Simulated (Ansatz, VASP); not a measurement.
## Bi: VASP beside Ansatz

```xyz
2
Lattice="2.2730 1.3123 4.0331 -2.2730 1.3123 4.0331 0.0000 -2.6246 4.0331" Properties=species:S:1:pos:R:3 pbc="T T T"
Bi    0.0000    0.0000    2.8299
Bi    0.0000    0.0000    9.2693
```

Change from the starting cell: zz strain of +2 %.

Alike in both runs: task single point; functional PBE; k mesh 11 × 11 × 11; occupations fermi-dirac, width 0.03 eV; no spin polarisation.

|  | VASP | Ansatz |
| --- | --- | --- |
| version | VASP 6.6.1 | Ansatz 0.2.0 |
| potentials or method | VASP PAW PBE potentials, release 64 (Bi_d), cutoff 520 eV | all-electron LAPW, scalar-relativistic |

Ansatz gave:

- pressure (GPa): 0.9
- traceless stress, the component that is largest in VASP (GPa): -0.18
- rms of the force components (eV/Å): 0.040

Task: Which values does VASP return?

Result: Pressure (GPa): 0.9; traceless stress, the component that is largest in VASP (GPa): -0.17; rms of the force components (eV/Å): 0.043.

Atom by atom the forces differ by 0.003 eV/Å (rms over components). Ansatz ran all-electron here, and VASP with PAW potentials.

Spin-orbit coupling is off throughout.
